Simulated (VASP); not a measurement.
Here is a VASP 6.6.1 calculation.

Contents of INCAR:

```
PREC = Accurate ; ENCUT = 520
EDIFF = 1E-7 ; ISMEAR = -1
SIGMA = 0.15 ; LREAL = F
LASPH = T ; NELM = 100
ALGO = Normal ; ISIF = 2
LWAVE = F ; LCHARG = T
GGA = CA ; LELF = T
LVHAR = T ; NBANDS = 21
```

The input KPOINTS:

```
Automatic mesh
0
Gamma
  8 8 5
```

File POSCAR:

```
TiH
1.0
    2.9277075919      0.0000000000      0.0000000000
    0.0000000000      2.9277075919      0.0000000000
    0.0000000000      0.0000000000      4.5374804185
Ti H
2 2
Direct
    0.5000000000      0.0000000000      0.5000000000
    0.0000000000      0.5000000000      0.0000000000
    0.0000000000      0.0000000000      0.2500000000
    0.0000000000      0.0000000000      0.7500000000
```

Potentials or basis: VASP PAW LDA potentials, release 64 (Ti_sv, H).

Command:

```bash
$ cat potpaw_LDA.64/Ti_sv/POTCAR potpaw_LDA.64/H/POTCAR > POTCAR
$ mpirun -np 1 vasp_std > vasp.out
```

Predict the pressure.

-3.8 GPa.

Estimate the band gap on the k mesh.

zero (bands 13 and 14 overlap by 0.41 eV).

Stress tensor (GPa, compression positive):
```
-4.18  0.00  0.00
 0.00 -4.18  0.00
 0.00  0.00 -2.92
```

Caveat: the cell stands under tension.
